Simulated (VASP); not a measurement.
Set up this calculation in VASP 6.6.1, as the native input.

```yaml
Task: single point
Functional: r2SCAN
Potentials_or_basis: VASP PAW PBE potentials, release 64 (Zr_sv, S)
Cutoff: 550 eV
k_mesh: 6 × 6 × 2
Occupations: gaussian, width 0.01 eV
Spin: no spin polarisation
Dipole_correction: no
Further_INCAR_settings: ALGO = Normal; EDIFF = 1e-06; NBANDS = 19
```

The system is ZrS2.

```
Zr S
1.0
     3.67436    0.00000    0.00000
    -1.83718    3.18209    0.00000
     0.00000    0.00000    5.85714
Zr S
1 2
Cartesian
  0.0000 0.0000 0.0000
  1.8372 1.0607 4.4149
  0.0000 2.1214 1.4422
```

The input as run:

POSCAR

```
ZrS2
1.0
    3.6743619249      0.0000000000      0.0000000000
   -1.8371809625      3.1820907696      0.0000000000
    0.0000000000      0.0000000000      5.8571358083
Zr S
1 2
Direct
    0.0000000000      0.0000000000      0.0000000000
    0.6666666667      0.3333333333      0.7537648221
    0.3333333333      0.6666666667      0.2462351779
```

INCAR.step1

```
  PREC = Accurate
  ENCUT = 550
  ISMEAR = 0
  SIGMA = 0.01
  LREAL = F
  LASPH = T
  NELM = 120
  NBANDS = 19
  GGA = PE
  ALGO = Normal
  EDIFF = 1E-5
  LWAVE = T
  LCHARG = F
  GGA_COMPAT = F
```

INCAR.step2

```
  PREC = Accurate
  ENCUT = 550
  EDIFF = 1E-6
  ISMEAR = 0
  SIGMA = 0.01
  LREAL = F
  LASPH = T
  NELM = 120
  ALGO = Normal
  ISIF = 2
  LWAVE = F
  LCHARG = T
  METAGGA = R2SCAN
  LMIXTAU = T
  LELF = T
  LVHAR = T
  NBANDS = 19
  ISTART = 1
  GGA_COMPAT = F
```

KPOINTS

```
Automatic mesh
0
Gamma
  6 6 2
```

Potentials or basis: VASP PAW PBE potentials, release 64 (Zr_sv, S).

Launch:

```sh
$ cat potpaw_PBE.64/Zr_sv/POTCAR potpaw_PBE.64/S/POTCAR > POTCAR
$ cp INCAR.step1 INCAR
$ mpirun -np 1 vasp_std > vasp.out
$ cp INCAR.step2 INCAR
$ mpirun -np 1 vasp_std > vasp.out
```

It gave:

```
Pressure               : 0.9 GPa
Largest force          : 0.048 eV/Å
Band gap on the k mesh : 1.19 eV (least direct gap 1.81 eV)
```

Caveat: the k points lie up to 0.54 Å⁻¹ apart; the PAW data sets were made with another functional, which shifts forces and pressure a little.

It took 2.4 min on 1 thread of Intel Xeon 8259CL (shared host), peak memory 0.2 GiB.
